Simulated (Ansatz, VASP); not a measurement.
# Si: VASP beside Ansatz

```
Si
1.0
     4.60172    0.00000    0.00000
    -2.30086    3.98521    0.00000
     0.00000    0.00000    2.63805
Si
3
Direct
  0.00000 0.00000 0.00000
  0.33333 0.66667 0.50000
  0.66667 0.33333 0.50000
```

Alike in both runs: task single point; functional r2SCAN; k mesh 9 × 9 × 14; occupations fermi-dirac, width 0.1 eV; no spin polarisation.

|  | VASP | Ansatz |
| --- | --- | --- |
| version | VASP 6.6.1 | Ansatz 0.2.0 |
| potentials or method | VASP PAW PBE potentials, release 64 (Si), cutoff 550 eV | plane waves (500 eV) with PAW, scalar-relativistic |
| valence electrons in the cell | 12 | 12 |

|  | VASP | Ansatz | Ansatz less VASP |
| --- | --- | --- | --- |
| pressure (GPa) | -8.2 | -8.2 | -0.04 |
| traceless stress, the component that is largest in VASP (GPa) | 0.64 | 0.66 | +0.030 |

VASP's potentials were made for PBE, not for r2SCAN.
